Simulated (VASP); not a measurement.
# Mo (Im-3m) in VASP: single point with HSE06

Aim: the single point of Mo with HSE06.

All numbers are computed with VASP 6.6.1; they aren't measurements. Logs are shortened: lines on timing, memory, paths and dates and some standing lists are left out, and cuts for length are marked.

### 1 The cell of the first run

Symmetry: Im-3m, No. 229, cubic system. The conventional cell has a = 3.148 Å, b = 3.148 Å, c = 3.148 Å, α = 90.00°, β = 90.00°, γ = 90.00°. Within 3.6 Å of Mo (site symmetry m-3m) lie 14 Mo at 2.73 to 3.15 Å.

### 2 Single point, HSE06

The input, POSCAR:

```
Mo
1.0
   -1.5741639107      1.5741639107      1.5741639107
    1.5741639107     -1.5741639107      1.5741639107
    1.5741639107      1.5741639107     -1.5741639107
Mo
1
Direct
    0.0000000000      0.0000000000      0.0000000000
```

The input, INCAR.step1:

```
  ALGO = Normal
  EDIFF = 1E-5
  ENCUT = 520
  GGA = PE
  ISIF = 2
  ISMEAR = -1
  LASPH = True
  LCHARG = False
  LREAL = False
  LWAVE = True
  NBANDS = 13
  NELM = 80
  PREC = Accurate
  SIGMA = 0.02
```

The input, INCAR.step2:

```
  ALGO = Normal
  EDIFF = 1E-6
  ENCUT = 520
  GGA = PE
  HFSCREEN = 0.2079
  ISIF = 2
  ISMEAR = -1
  ISTART = 1
  LASPH = True
  LCHARG = False
  LHFCALC = True
  LREAL = False
  LWAVE = False
  NBANDS = 13
  NELM = 80
  PREC = Accurate
  PRECFOCK = Normal
  SIGMA = 0.02
```

The input, KPOINTS:

```
k-points
0
Gamma
  8 8 8
```

Potentials or basis: VASP PAW PBE potentials, release 64 (Mo_sv).

On the command line:

```sh
> cat potpaw_PBE.64/Mo_sv/POTCAR > POTCAR
> cp INCAR.step1 INCAR
> mpirun -np 1 vasp_std > vasp.out
> cp INCAR.step2 INCAR
> mpirun -np 1 vasp_std > vasp.out
```

OUTCAR:

```text
EDIFF = 1E-6
   ENCUT = 520
   GGA = PE
   HFSCREEN = 0.2079
   ISIF = 2
   ISMEAR = -1
   ISTART = 1
   LASPH = True
   LHFCALC = True
   LREAL = False
   NELM = 80
   PREC = Accurate
   PRECFOCK = Normal

 ion  position               nearest neighbor table
   1  0.000  0.000  0.000-

  LATTYP: Found a body centered cubic cell.
 ALAT       =     3.1483278214

  Lattice vectors:

 A1 = (  -1.5741639107,   1.5741639107,   1.5741639107)
 A2 = (   1.5741639107,  -1.5741639107,   1.5741639107)
 A3 = (   1.5741639107,   1.5741639107,  -1.5741639107)

Analysis of symmetry for initial positions (statically):
=====================================================================
 Subroutine PRICEL returns:
 Original cell was already a primitive cell.

 Routine SETGRP: Setting up the symmetry group for a
 body centered cubic supercell.

 Subroutine GETGRP returns: Found 48 space group operations
 (whereof 48 operations were pure point group operations)
 out of a pool of 48 trial point group operations.

The static configuration has the point symmetry O_h .

Analysis of symmetry for dynamics (positions and initial velocities):
=====================================================================
 Subroutine PRICEL returns:
 Original cell was already a primitive cell.

 Routine SETGRP: Setting up the symmetry group for a
 body centered cubic supercell.

 Subroutine GETGRP returns: Found 48 space group operations
 (whereof 48 operations were pure point group operations)
 out of a pool of 48 trial point group operations.

The dynamic configuration has the point symmetry O_h .

 Subroutine INISYM returns: Found 48 space group operations
 (whereof 48 operations are pure point group operations),
 and found     1 'primitive' translations

----------------------------------------------------------------------------------------

                                     Primitive cell

  volume of cell :      15.6031

  direct lattice vectors                    reciprocal lattice vectors
    -1.574163911  1.574163911  1.574163911     0.000000000  0.317628931  0.317628931
     1.574163911 -1.574163911  1.574163911     0.317628931  0.000000000  0.317628931
     1.574163911  1.574163911 -1.574163911     0.317628931  0.317628931  0.000000000

  length of vectors
     2.726531873  2.726531873  2.726531873     0.449195142  0.449195142  0.449195142

  position of ions in fractional coordinates (direct lattice)
     0.000000000  0.000000000  0.000000000

  ion indices of the primitive-cell ions
   primitive index   ion index
                 1           1

----------------------------------------------------------------------------------------

 KPOINTS: k-points

Automatic generation of k-mesh.
 Grid dimensions read from file:
 generate k-points for:    8    8    8

 Generating k-lattice:

  Cartesian coordinates                     Fractional coordinates (reciprocal lattice)
     0.000000000  0.039703616  0.039703616     0.125000000  0.000000000  0.000000000
     0.039703616  0.000000000  0.039703616     0.000000000  0.125000000  0.000000000
     0.039703616  0.039703616  0.000000000     0.000000000  0.000000000  0.125000000

  Length of vectors
     0.056149393  0.056149393  0.056149393

  Shift w.r.t. Gamma in fractional coordinates (k-lattice)
     0.000000000  0.000000000  0.000000000

 Subroutine IBZKPT returns following result:
 ===========================================

 Found     29 irreducible k-points:

 Following reciprocal coordinates:
            Coordinates               Weight
  0.000000  0.000000  0.000000      1.000000
  0.125000  0.000000  0.000000     12.000000
  0.250000  0.000000  0.000000     12.000000
  0.375000  0.000000  0.000000     12.000000
  0.500000  0.000000  0.000000      6.000000
  0.125000  0.125000  0.000000     24.000000
[... 16 lines left out ...]
 -0.250000  0.250000  0.250000      6.000000
 -0.375000  0.375000  0.250000     24.000000
 [... further k-points ...]
   k-points           NKPTS =     29   k-points in BZ     NKDIM =    512   number of bands    NBANDS=     13
   number of dos      NEDOS =    301   number of ions     NIONS =      1
   total plane-waves  NPLWV =   8000
   dimension x,y,z NGX =    20 NGY =   20 NGZ =   20
   dimension x,y,z NGXF=    40 NGYF=   40 NGZF=   40
   ions per type =               1
   NGX,Y,Z   is equivalent  to a cutoff of  12.19, 12.19, 12.19 a.u.
   NGXF,Y,Z  is equivalent  to a cutoff of  24.39, 24.39, 24.39 a.u.
 SYSTEM =  unknown system
   PREC   = accura    normal or accurate (medium, high low for compatibility)
   ISTART =      1    job   : 0-new  1-cont  2-samecut
   ICHARG =      0    charge: 1-file 2-atom 10-const
   ISPIN  =      1    spin polarized calculation?
   LNONCOLLINEAR =      F non collinear calculations
   LSORBIT =      F    spin-orbit coupling
   LASPH  =      T    aspherical Exc in radial PAW
   ENCUT  =  520.0 eV  38.22 Ry    6.18 a.u.   5.07  5.07  5.07*2*pi/ulx,y,z
   NELM   =     80;   NELMIN=  2; NELMDL=  0     # of ELM steps
   EDIFF  = 0.1E-05   stopping-criterion for ELM
   LREAL  =      F    real-space projection
   EDIFFG = 0.1E-04   stopping-criterion for IOM
   NSW    =      0    number of steps for IOM
   IBRION =     -1    ionic relax: 0-MD 1-quasi-New 2-CG
   NFREE  =      0    steps in history (QN), initial steepest desc. (CG)
   ISIF   =      2    stress and relaxation
   ISYM   =      3    0-nonsym 1-usesym 2-fastsym
   POTIM  = 0.5000    time-step for ionic-motion
   TEBEG  =    0.0;   TEEND  =   0.0 temperature during run
   PSTRESS=    0.0 pullay stress
   NELECT =      14.0000    total number of electrons
   NUPDOWN=      -1.0000    fix difference up-down
   EMIN   =  10.00;   EMAX   =-10.00  energy-range for DOS
   EFERMI =   0.00;   METHOD = LEGACY
   ISMEAR =    -1;   SIGMA  =   0.02  broadening in eV -4-tet -1-fermi 0-gaus
   EFERMI_NEDOS =   21; number of points for ismear=-14 and -15
   IALGO  =     38    algorithm
   IMIX   =      1    mixing-type and parameters
     AMIX     =   0.40;   BMIX     =  1.00
     AMIX_MAG =   1.60;   BMIX_MAG =  1.00
  volume/ion in A,a.u.               =      15.60       105.29
  Fermi-wavevector in a.u.,A,eV,Ry     =   1.578996  2.983869 33.922410  2.493227
  Thomas-Fermi vector in A             =   2.679442
   LORBIT       =      0    0 simple, 1 ext, 2 COOP (PROOUT), +10 PAW based schemes
   GGA     = PE    functional components
   LHFCALC =     T    Hartree Fock is set to
   PRECFOCK=normal    Normal, Fast or Accurate (Low or Medium for compatibility)
   ENCUT4O =  -1.0   cutoff for four orbital integrals eV
   NKREDX  =     1    reduce k-point grid by
   NKREDY  =     1    reduce k-point grid by
   NKREDZ  =     1    reduce k-point grid by
   AEXX    =    0.2500 exact exchange contribution
   HFSCREEN=    0.2079 screening length (either q_TF or 0.3 A-1)
   HFSCREENC=   0.2079 screening length for correlation (either q_TF or 0.3 A-1)
   ENCUTFOCK=  -1.0 apply spherical cutoff to Coloumb kernel
   IVDW    =     0    specifies the selected vdW correction
   LEPSILON=     F    determine dielectric tensor
   LRPA    =     F    only Hartree local field effects (RPA)
 non-spin polarized calculation
  energy-cutoff  :      520.00
  volume of cell :       15.60
 maximum number of plane-waves:       429
  NGX = 16; NGY = 16; NGZ = 16

 number of electron      14.0000001 magnetization

 Free energy of the ion-electron system (eV)
  ---------------------------------------------------
  ext. energy  EPLUGINS =         0.00000000
  ---------------------------------------------------
  free energy    TOTEN  =       -12.87712641 eV

  energy without entropy =      -12.87712022  energy(sigma->0) =      -12.87712331

 E-fermi :  12.4059     XC(G=0): -10.9323

 val. band max:       12.2470392178   @ k =   0.3750   0.0000   0.0000
 cond. band min:      12.5785535987   @ k =  -0.2500   0.2500   0.1250
 fundamental gap:      0.3315143809
 Fermi energy:        12.4058579214

 k-point     1 :       0.0000    0.0000    0.0000
  band No.  band energies     occupation
      1     -53.0259      2.00000
      2     -24.7433      2.00000
      3     -24.7433      2.00000
      4     -24.7433      2.00000
      5       4.0958      2.00000
      6      10.8230      2.00000
      7      10.8230      2.00000
      8      10.8230      2.00000
      9      14.9548      0.00000
     10      14.9548      0.00000
     11      28.2432      0.00000
     12      28.2432      0.00000
     13      28.2432      0.00000

 k-point     2 :       0.1250    0.0000    0.0000
  band No.  band energies     occupation
      1     -52.9827      2.00000
      2     -24.9948      2.00000
      3     -24.8194      2.00000
      4     -24.7425      2.00000
      5       4.8373      2.00000
      6      10.3926      2.00000
      7      10.7330      2.00000
      8      11.6074      2.00000
      9      14.4084      0.00000
     10      14.9446      0.00000
     11      28.7085      0.00000
     12      29.4548      0.00000
     13      29.5213      0.00000

 k-point     3 :       0.2500    0.0000    0.0000
  band No.  band energies     occupation
      1     -52.8772      2.00000
      2     -25.5769      2.00000
      3     -24.9977      2.00000
      4     -24.7409      2.00000
      5       6.3209      2.00000
      6       9.4825      2.00000
      7      10.6004      2.00000
      8      13.7134      0.00000
      9      14.2161      0.00000
     10      15.0466      0.00000
     11      28.3041      0.00000
     12      29.8616      0.00000
     13      32.6375      0.00000
[... 305 lines left out ...]
 k-point    23 :      -0.2500    0.2500    0.2500
  band No.  band energies     occupation
      1     -52.7499      2.00000
      2     -25.6000      2.00000
      3     -25.2731      2.00000
      4     -25.2731      2.00000
      5       8.0648      2.00000
      6       9.6941      2.00000
      7      11.7332      2.00000
      8      11.7332      2.00000
      9      13.4651      0.00000
     10      16.7061      0.00000
     11      28.7743      0.00000
     12      32.1637      0.00000
     13      32.4208      0.00000

 k-point    24 :      -0.3750    0.3750    0.2500
  band No.  band energies     occupation
      1     -52.6585      2.00000
      2     -25.9227      2.00000
      3     -25.4594      2.00000
      4     -25.3158      2.00000
      5       8.0222      2.00000
      6       8.6688      2.00000
      7      11.6974      2.00000
      8      12.7929      0.00000
      9      15.7902      0.00000
     10      18.1902      0.00000
     11      27.4130      0.00000
     12      29.5067      0.00000
     13      30.6337      0.00000

 [... further k-points ...]

------------------------ aborting loop because EDIFF is reached ----------------------------------------

  FORCE on cell =-STRESS in cart. coord.  units (eV):
  Direction    XX          YY          ZZ          XY          YZ          ZX
  --------------------------------------------------------------------------------------
  -------------------------------------------------------------------------------------
  Total       -0.1054269     -0.1054269     -0.1054269      0.0000000      0.0000000     -0.0000000
  in kB      -10.8256002    -10.8256002    -10.8256002      0.0000000      0.0000000     -0.0000000
  external PRESSURE =     -10.8256002 kB  Pullay stress =       0.0000000 kB

 VOLUME and BASIS-vectors are now :
 -----------------------------------------------------------------------------
  energy-cutoff  :      520.00
  volume of cell :       15.60
      direct lattice vectors                 reciprocal lattice vectors
    -1.574163911  1.574163911  1.574163911     0.000000000  0.317628931  0.317628931
     1.574163911 -1.574163911  1.574163911     0.317628931  0.000000000  0.317628931
     1.574163911  1.574163911 -1.574163911     0.317628931  0.317628931  0.000000000

 POSITION                                       TOTAL-FORCE (eV/Angst)
 -----------------------------------------------------------------------------------
      0.00000      0.00000      0.00000        -0.000000      0.000000     -0.000000
 -----------------------------------------------------------------------------------
    total drift:                               -0.000000     -0.000000     -0.000000

  FREE ENERGIE OF THE ION-ELECTRON SYSTEM (eV)
  ---------------------------------------------------
  free  energy   TOTEN  =       -12.8771264126 eV

  energy  without entropy=      -12.8771202153  energy(sigma->0) =      -12.87712331
```

Run time: 51 min. Hardware: 1 thread of Oxide Virtual Turin-like, shared host; peak memory 0.21 GiB.

What came out:

```
Free energy            : -12.8771 eV
Pressure               : -1.1 GPa
Band gap on the k mesh : zero (bands 7 and 8 overlap by 6.22 eV)
```

Levels at points of the mesh, in eV from the Fermi level:
| k point | band 5 | band 6 | band 7 | band 8 | band 9 | band 10 |
| --- | --- | --- | --- | --- | --- | --- |
| (0.00, 0.00, 0.00) | -8.31 | -1.58 | -1.58 | -1.58 | 2.55 | 2.55 |
| (0.50, 0.00, 0.00) | -6.11 | -4.00 | 1.49 | 2.47 | 3.15 | 5.49 |
| (0.50, 0.50, 0.50) | -6.07 | -6.07 | 4.64 | 4.64 | 4.64 | 9.86 |

Caveat: the PAW data sets were made with another functional, which shifts forces and pressure a little.

The gap in the log of VASP goes by the Fermi energy; the results here count the filled bands.